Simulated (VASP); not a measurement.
# CuI (F-43m) in VASP: settings compared

The runs below take CuI through single point, relaxation of cell and atoms, with r2SCAN, revPBE.

Program: VASP 6.6.1. These are calculated values, not measurements. Logs are shortened: lines on timing, memory, paths and dates and some standing lists are left out, and cuts for length are marked.

## (1) The cell of the first run

Symmetry: F-43m, No. 216, cubic system. Conventional cell: a = 6.063 Å, b = 6.063 Å, c = 6.063 Å, α = 90.00°, β = 90.00°, γ = 90.00°. I (site symmetry -43m) has 4 Cu at 2.63 Å within 3.5 Å. Cu (site symmetry -43m) has 4 I at 2.63 Å within 3.5 Å.

## (2) Single point, r2SCAN

File POSCAR:

```
CuI
1.0
    0.0000000000      3.0315000000      3.0315000000
    3.0315000000      0.0000000000      3.0315000000
    3.0315000000      3.0315000000      0.0000000000
I Cu
1 1
Direct
    0.0000000000      0.0000000000      0.0000000000
    0.7500000000      0.7500000000      0.7500000000
```

File INCAR.step1:

```
PREC     = Accurate       # precision mode
ENCUT    = 520            # plane-wave cutoff, eV
ISMEAR   = -1             # smearing method
SIGMA    = 0.05           # smearing width, eV
LREAL    = False          # projectors in reciprocal space
LASPH    = True           # aspherical terms in the spheres
NELM     = 100            # most SCF steps
NBANDS   = 16             # bands
GGA      = PE             # functional
ALGO     = Normal         # electronic algorithm
EDIFF    = 1E-4           # SCF threshold, eV
LWAVE    = True           # write WAVECAR
LCHARG   = False          # write CHGCAR
```

File INCAR.step2:

```
PREC     = Accurate       # precision mode
ENCUT    = 520            # plane-wave cutoff, eV
EDIFF    = 1E-7           # SCF threshold, eV
ISMEAR   = -1             # smearing method
SIGMA    = 0.05           # smearing width, eV
LREAL    = False          # projectors in reciprocal space
LASPH    = True           # aspherical terms in the spheres
NELM     = 100            # most SCF steps
ALGO     = Normal         # electronic algorithm
ISIF     = 2              # what is computed and relaxed
LWAVE    = False          # write WAVECAR
LCHARG   = True           # write CHGCAR
METAGGA  = R2SCAN         # meta-GGA
LMIXTAU  = True         
LELF     = True           # ELF
LVHAR    = True         
NBANDS   = 16             # bands
ISTART   = 1
```

File KPOINTS:

```
regular mesh
0
Gamma
  8 8 8
```

Potentials or basis: VASP PAW PBE potentials, release 64 (I, Cu).

Launch:

```
cat potpaw_PBE.64/I/POTCAR potpaw_PBE.64/Cu/POTCAR > POTCAR
cp INCAR.step1 INCAR
mpirun -np 1 vasp_std > vasp.out
cp INCAR.step2 INCAR
mpirun -np 1 vasp_std > vasp.out
```

OUTCAR:

```text
PREC = Accurate
   ENCUT = 520
   EDIFF = 1E-7
   ISMEAR = -1
   LREAL = False
   LASPH = True
   NELM = 100
   ISIF = 2
   METAGGA = R2SCAN
   ISTART = 1

 ion  position               nearest neighbor table
   1  0.000  0.000  0.000-   2 2.63   2 2.63   2 2.63   2 2.63
   2  0.750  0.750  0.750-   1 2.63   1 2.63   1 2.63   1 2.63

  LATTYP: Found a face centered cubic cell.
 ALAT       =     6.0630000000

  Lattice vectors:

 A1 = (   0.0000000000,   3.0315000000,   3.0315000000)
 A2 = (   3.0315000000,   0.0000000000,   3.0315000000)
 A3 = (   3.0315000000,   3.0315000000,   0.0000000000)

Analysis of symmetry for initial positions (statically):
=====================================================================
 Subroutine PRICEL returns:
 Original cell was already a primitive cell.

 Routine SETGRP: Setting up the symmetry group for a
 face centered cubic supercell.

 Subroutine GETGRP returns: Found 24 space group operations
 (whereof 24 operations were pure point group operations)
 out of a pool of 48 trial point group operations.

The static configuration has the point symmetry T_d .

Analysis of symmetry for dynamics (positions and initial velocities):
=====================================================================
 Subroutine PRICEL returns:
 Original cell was already a primitive cell.

 Routine SETGRP: Setting up the symmetry group for a
 face centered cubic supercell.

 Subroutine GETGRP returns: Found 24 space group operations
 (whereof 24 operations were pure point group operations)
 out of a pool of 48 trial point group operations.

The dynamic configuration has the point symmetry T_d .

 Subroutine INISYM returns: Found 24 space group operations
 (whereof 24 operations are pure point group operations),
 and found     1 'primitive' translations

----------------------------------------------------------------------------------------

                                     Primitive cell

  volume of cell :      55.7189

  direct lattice vectors                    reciprocal lattice vectors
     0.000000000  3.031500000  3.031500000    -0.164934851  0.164934851  0.164934851
     3.031500000  0.000000000  3.031500000     0.164934851 -0.164934851  0.164934851
     3.031500000  3.031500000  0.000000000     0.164934851  0.164934851 -0.164934851

  length of vectors
     4.287188414  4.287188414  4.287188414     0.285675541  0.285675541  0.285675541

  position of ions in fractional coordinates (direct lattice)
     0.000000000  0.000000000  0.000000000
     0.750000000  0.750000000  0.750000000

  ion indices of the primitive-cell ions
   primitive index   ion index
                 1           1
                 2           2

----------------------------------------------------------------------------------------

 KPOINTS: regular mesh

Automatic generation of k-mesh.
 Grid dimensions read from file:
 generate k-points for:    8    8    8

 Generating k-lattice:

  Cartesian coordinates                     Fractional coordinates (reciprocal lattice)
    -0.020616856  0.020616856  0.020616856     0.125000000  0.000000000  0.000000000
     0.020616856 -0.020616856  0.020616856     0.000000000  0.125000000  0.000000000
     0.020616856  0.020616856 -0.020616856     0.000000000  0.000000000  0.125000000

  Length of vectors
     0.035709443  0.035709443  0.035709443

  Shift w.r.t. Gamma in fractional coordinates (k-lattice)
     0.000000000  0.000000000  0.000000000

 Subroutine IBZKPT returns following result:
 ===========================================

 Found     29 irreducible k-points:

 Following reciprocal coordinates:
            Coordinates               Weight
  0.000000  0.000000  0.000000      1.000000
  0.125000  0.000000  0.000000      8.000000
  0.250000  0.000000  0.000000      8.000000
  0.375000  0.000000  0.000000      8.000000
  0.500000  0.000000  0.000000      4.000000
  0.125000  0.125000  0.000000      6.000000
[... 16 lines left out ...]
  0.500000  0.250000  0.125000     48.000000
 -0.375000  0.250000  0.125000     24.000000
 [... further k-points ...]
   k-points           NKPTS =     29   k-points in BZ     NKDIM =     29   number of bands    NBANDS=     16
   number of dos      NEDOS =    301   number of ions     NIONS =      2
   total plane-waves  NPLWV =  32768
   dimension x,y,z NGX =    32 NGY =   32 NGZ =   32
   dimension x,y,z NGXF=    64 NGYF=   64 NGZF=   64
   ions per type =               1   1
   NGX,Y,Z   is equivalent  to a cutoff of  12.41, 12.41, 12.41 a.u.
   NGXF,Y,Z  is equivalent  to a cutoff of  24.82, 24.82, 24.82 a.u.
 SYSTEM =  unknown system
   PREC   = accura    normal or accurate (medium, high low for compatibility)
   ISTART =      1    job   : 0-new  1-cont  2-samecut
   ICHARG =      0    charge: 1-file 2-atom 10-const
   ISPIN  =      1    spin polarized calculation?
   LNONCOLLINEAR =      F non collinear calculations
   LSORBIT =      F    spin-orbit coupling
   LASPH  =      T    aspherical Exc in radial PAW
   ENCUT  =  520.0 eV  38.22 Ry    6.18 a.u.   7.97  7.97  7.97*2*pi/ulx,y,z
   NELM   =    100;   NELMIN=  2; NELMDL=  0     # of ELM steps
   EDIFF  = 0.1E-06   stopping-criterion for ELM
   LREAL  =      F    real-space projection
   EDIFFG = 0.1E-05   stopping-criterion for IOM
   NSW    =      0    number of steps for IOM
   IBRION =     -1    ionic relax: 0-MD 1-quasi-New 2-CG
   NFREE  =      0    steps in history (QN), initial steepest desc. (CG)
   ISIF   =      2    stress and relaxation
   ISYM   =      2    0-nonsym 1-usesym 2-fastsym
   POTIM  = 0.5000    time-step for ionic-motion
   TEBEG  =    0.0;   TEEND  =   0.0 temperature during run
   PSTRESS=    0.0 pullay stress
   NELECT =      18.0000    total number of electrons
   NUPDOWN=      -1.0000    fix difference up-down
   EMIN   =  10.00;   EMAX   =-10.00  energy-range for DOS
   EFERMI =   0.00;   METHOD = LEGACY
   ISMEAR =    -1;   SIGMA  =   0.05  broadening in eV -4-tet -1-fermi 0-gaus
   EFERMI_NEDOS =   21; number of points for ismear=-14 and -15
   IALGO  =     38    algorithm
   IMIX   =      4    mixing-type and parameters
     AMIX     =   0.40;   BMIX     =  1.00
     AMIX_MAG =   1.60;   BMIX_MAG =  1.00
  volume/ion in A,a.u.               =      27.86       188.00
  Fermi-wavevector in a.u.,A,eV,Ry     =   1.123306  2.122741 17.168055  1.261816
  Thomas-Fermi vector in A             =   2.259971
   LORBIT       =      0    0 simple, 1 ext, 2 COOP (PROOUT), +10 PAW based schemes
   METAGGA = R2SCAN    functional components
   LHFCALC =     F    Hartree Fock is set to
   AEXX    =    0.0000 exact exchange contribution
   IVDW    =     0    specifies the selected vdW correction
   LEPSILON=     F    determine dielectric tensor
   LRPA    =     F    only Hartree local field effects (RPA)
 non-spin polarized calculation
  energy-cutoff  :      520.00
  volume of cell :       55.72
 maximum number of plane-waves:      1524
   NGX = 15   NGY = 15   NGZ = 15

 number of electron      18.0000015 magnetization

 Free energy of the ion-electron system (eV)
  ---------------------------------------------------
  ext. energy  EPLUGINS =         0.00000000
  ---------------------------------------------------
  free energy    TOTEN  =       -35.79266695 eV

  energy without entropy =      -35.79266694  energy(sigma->0) =      -35.79266694

 E-fermi :   5.1088     XC(G=0):  -9.4497

 val. band max:        4.2582929219   @ k =   0.0000   0.0000   0.0000
 cond. band min:       5.8729031330   @ k =   0.0000   0.0000   0.0000
 fundamental gap:      1.6146102111
 Fermi energy:         5.1088432245

 k-point     1 :       0.0000    0.0000    0.0000
  band No.  band energies     occupation
      1     -10.2656      2.00000
      2       0.4587      2.00000
      3       0.4588      2.00000
      4       0.4588      2.00000
      5       2.4251      2.00000
      6       2.4251      2.00000
[... 8 lines left out ...]
     15      14.2532      0.00000
     16      14.2532      0.00000

 k-point     2 :       0.1250    0.0000    0.0000
  band No.  band energies     occupation
      1     -10.1897      2.00000
      2       0.1605      2.00000
      3       0.4635      2.00000
      4       0.4636      2.00000
      5       2.4188      2.00000
      6       2.4189      2.00000
[... 8 lines left out ...]
     15      13.5787      0.00000
     16      13.6867      0.00000

 k-point     3 :       0.2500    0.0000    0.0000
  band No.  band energies     occupation
      1      -9.9949      2.00000
      2      -0.5544      2.00000
      3       0.4722      2.00000
      4       0.4722      2.00000
      5       2.4157      2.00000
      6       2.4158      2.00000
[... 8 lines left out ...]
     15      13.3806      0.00000
     16      13.5958      0.00000

 k-point     4 :       0.3750    0.0000    0.0000
  band No.  band energies     occupation
      1      -9.7812      2.00000
      2      -1.2506      2.00000
      3       0.4762      2.00000
      4       0.4763      2.00000
      5       2.4351      2.00000
      6       2.4353      2.00000
[... 8 lines left out ...]
     15      14.3585      0.00000
     16      14.3586      0.00000

 k-point     5 :       0.5000    0.0000    0.0000
  band No.  band energies     occupation
      1      -9.6859      2.00000
      2      -1.5340      2.00000
      3       0.4764      2.00000
      4       0.4764      2.00000
      5       2.4526      2.00000
      6       2.4528      2.00000
[... 8 lines left out ...]
     15      15.6421      0.00000
     16      15.6422      0.00000

 k-point     6 :       0.1250    0.1250    0.0000
  band No.  band energies     occupation
      1     -10.1643      2.00000
      2       0.1272      2.00000
      3       0.4382      2.00000
      4       0.4382      2.00000
      5       2.3927      2.00000
      6       2.4384      2.00000
[... 8 lines left out ...]
     15      14.1186      0.00000
     16      14.4140      0.00000
[... 267 lines left out ...]
 k-point    21 :       0.5000    0.5000    0.0000
  band No.  band energies     occupation
      1      -9.4886      2.00000
      2      -1.5079      2.00000
      3       0.3187      2.00000
      4       0.3188      2.00000
      5       2.3891      2.00000
      6       2.5001      2.00000
[... 8 lines left out ...]
     15      15.9931      0.00000
     16      16.7996      0.00000

 k-point    22 :       0.3750    0.2500    0.1250
  band No.  band energies     occupation
      1      -9.8437      2.00000
      2      -0.7542      2.00000
      3       0.2227      2.00000
      4       0.4516      2.00000
      5       2.3536      2.00000
      6       2.4634      2.00000
[... 8 lines left out ...]
     15      15.0430      0.00000
     16      16.1538      0.00000

 k-point    23 :       0.5000    0.2500    0.1250
  band No.  band energies     occupation
      1      -9.6661      2.00000
      2      -1.1077      2.00000
      3      -0.0075      2.00000
      4       0.4329      2.00000
      5       2.3753      2.00000
      6       2.4376      2.00000
[... 8 lines left out ...]
     15      15.4743      0.00000
     16      16.2437      0.00000

 k-point    24 :      -0.3750    0.2500    0.1250
  band No.  band energies     occupation
      1      -9.5882      2.00000
      2      -1.2600      2.00000
      3      -0.1052      2.00000
      4       0.4174      2.00000
      5       2.3516      2.00000
      6       2.4344      2.00000
[... 8 lines left out ...]
     15      15.4878      0.00000
     16      16.1492      0.00000

 [... further k-points ...]

------------------------ aborting loop because EDIFF is reached ----------------------------------------

  FORCE on cell =-STRESS in cart. coord.  units (eV):
  Direction    XX          YY          ZZ          XY          YZ          ZX
  --------------------------------------------------------------------------------------
  -------------------------------------------------------------------------------------
  Total       -0.2996016     -0.2996016     -0.2996016      0.0000000      0.0000000      0.0000000
  in kB       -8.6149361     -8.6149361     -8.6149361      0.0000000      0.0000000      0.0000000
  external PRESSURE =      -8.6149361 kB  Pullay stress =       0.0000000 kB

 VOLUME and BASIS-vectors are now :
 -----------------------------------------------------------------------------
  energy-cutoff  :      520.00
  volume of cell :       55.72
      direct lattice vectors                 reciprocal lattice vectors
     0.000000000  3.031500000  3.031500000    -0.164934851  0.164934851  0.164934851
     3.031500000  0.000000000  3.031500000     0.164934851 -0.164934851  0.164934851
     3.031500000  3.031500000  0.000000000     0.164934851  0.164934851 -0.164934851

 POSITION                                       TOTAL-FORCE (eV/Angst)
 -----------------------------------------------------------------------------------
      0.00000      0.00000      0.00000        -0.000000     -0.000000     -0.000000
      4.54725      4.54725      4.54725         0.000000      0.000000      0.000000
 -----------------------------------------------------------------------------------
    total drift:                                0.000008      0.000008      0.000008

  FREE ENERGIE OF THE ION-ELECTRON SYSTEM (eV)
  ---------------------------------------------------
  free  energy   TOTEN  =       -35.7926669451 eV

  energy  without entropy=      -35.7926669436  energy(sigma->0) =      -35.79266694
```

It took 3.8 min on 1 thread of AMD EPYC 7R13, shared host; peak memory 0.17 GiB.

What came out:

| Item | Value |
| --- | --- |
| Free energy | -35.7927 eV |
| Pressure | -0.9 GPa |
| Band gap on the k mesh | 1.61 eV |

Levels at points of the mesh, in eV from the valence-band top:
| k point | band 7 | band 8 | band 9 | band 10 | band 11 | band 12 |
| --- | --- | --- | --- | --- | --- | --- |
| (0.00, 0.00, 0.00) | 0.00 | 0.00 | 0.00 | 1.61 | 5.24 | 5.24 |
| (0.50, 0.00, 0.00) | -1.77 | -0.71 | -0.71 | 2.55 | 5.75 | 5.75 |
| (0.50, 0.50, 0.00) | -1.74 | -1.50 | -1.50 | 2.94 | 3.18 | 9.79 |

Caveat: the PAW data sets were made with another functional, which shifts forces and pressure a little; spin-orbit coupling is left out, which moves the levels of the heavy elements. r2SCAN opens gaps a little over a GGA but as a rule still falls short of measured ones.

(Part 1 of 2 ends here.)
